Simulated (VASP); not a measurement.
The system is Ga.

```
Ga
1.0
     2.31080   -3.87292    0.00000
     2.31080    3.87292    0.00000
     0.00000    0.00000    4.54631
Ga
4
Cartesian
  2.3108 -2.6662 0.3816
  2.3108 -1.2067 2.6548
  2.3108 2.6662 4.1647
  2.3108 1.2067 1.8915
```

Base run:

* Program: VASP 6.6.1
* Functional: PBE
* Potentials or basis: VASP PAW PBE potentials, release 64 (Ga_d)
* Cutoff: 520 eV
* k mesh: 8 × 8 × 7
* Occupations: methfessel-paxton, width 0.6 eV
* Spin: no spin polarisation

Its results: band gap on the k mesh zero (bands 26 and 27 overlap by 0.88 eV); pressure 0.0 GPa; largest force 0.016 eV/Å.

The run is repeated on the same cell with these changes: occupations from methfessel-paxton, width 0.6 eV to fermi-dirac, width 0.3 eV. What comes out?

Band gap on the k mesh zero (bands 26 and 27 overlap by 0.88 eV); pressure 0.6 GPa; largest force 0.044 eV/Å.

Caveats: so wide a smearing shifts energies and pressures.
